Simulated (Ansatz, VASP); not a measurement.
# Be4Te: VASP beside Ansatz

```xyz
5
Lattice="-2.9449 2.9449 2.2231 2.9449 -2.9449 2.2231 2.9449 2.9449 -2.2231" Properties=species:S:1:pos:R:3 pbc="T T T"
Be    1.7939    1.7939   -0.3289
Be    1.1510    1.1510    1.8942
Be   -1.1510    1.1510    2.5520
Be    1.1510   -1.1510    2.5520
Te    0.0000    0.0000    0.0000
```

Alike in both runs: task relaxation of cell and atoms; functional PBE; k mesh 10 × 10 × 10; occupations gaussian, width 0.1 eV; no spin polarisation.

|  | VASP | Ansatz |
| --- | --- | --- |
| version | VASP 6.6.1 | Ansatz 0.2.0 |
| potentials or method | VASP PAW PBE potentials, release 64 (Be, Te), cutoff 600 eV | scalar-relativistic, plane waves, PAW |
| valence electrons in the cell | 14 | 24 |

VASP gave:

```
gap on the k mesh at the Fermi level, each at its own relaxed structure (eV) : none
relaxed volume (Å³/atom)                                                     : 15.76
relaxed cell length with the largest relative difference (Å)                 : 4.800
```

Problem. Estimate Ansatz's values.

Solution. gap on the k mesh at the Fermi level, each at its own relaxed structure (eV): none; relaxed volume (Å³/atom): 15.72; relaxed cell length with the largest relative difference (Å): 4.795.

A gap of «none» marks a metal or a gap that the smearing closes. VASP's potentials hold 14 valence electrons a cell and Ansatz's 24, so a difference there can come from the potentials and not from the codes.

Spin-orbit coupling is off throughout.
